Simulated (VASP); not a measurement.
Write the native input for VASP 6.6.1 that does the following.

```
Task                   : single point
Functional             : PBE
Potentials or basis    : VASP PAW PBE potentials, release 64 (Ba_sv)
Cutoff                 : 520 eV
k mesh                 : 6 × 6 × 3
Occupations            : fermi-dirac, width 0.05 eV
Spin                   : no spin polarisation
Dipole correction      : no
Further INCAR settings : ALGO = Normal; EDIFF = 1e-06; NBANDS = 17
```

The structure of Ba lies in POSCAR:

```
Ba
1.0
    3.5917737300     -2.5169042300      0.0000000000
    3.5917737300      2.5169042300      0.0000000000
    0.0000000000      0.0000000000      7.1900451800
Ba
2
Direct
    0.2532260300      0.7467739700      0.7500000000
    0.7467739700      0.2532260300      0.2500000000
```

The input as run:

INCAR

```
SYSTEM = Ba
  PREC = Accurate
  ENCUT = 520
  EDIFF = 1E-6
  ISMEAR = -1
  SIGMA = 0.05
  LREAL = .False.
  LASPH = .True.
  NELM = 80
  ALGO = Normal
  ISIF = 2
  LWAVE = .False.
  LCHARG = .True.
  GGA = PE
  LELF = .True.
  LVHAR = .True.
  NBANDS = 17
```

KPOINTS

```
regular mesh
0
Gamma
  6 6 3
  0 0 0
```

Potentials or basis: VASP PAW PBE potentials, release 64 (Ba_sv).

Command:

```bash
$ cat potpaw_PBE.64/Ba_sv/POTCAR > POTCAR
$ mpirun -np 1 vasp_std > vasp.out
```

It gave:

```yaml
Pressure: -0.2 GPa
Largest_force: 0.021 eV/Å
Band_gap_on_the_k_mesh: zero (bands 10 and 11 overlap by 0.77 eV)
```

Caveat: spin-orbit coupling is left out, which moves the levels of the heavy elements.

Run time: 32 s on 1 thread of Intel(R) Xeon(R) Platinum 8488C (Sapphire Rapids) (shared host), peak memory 0.26 GiB.
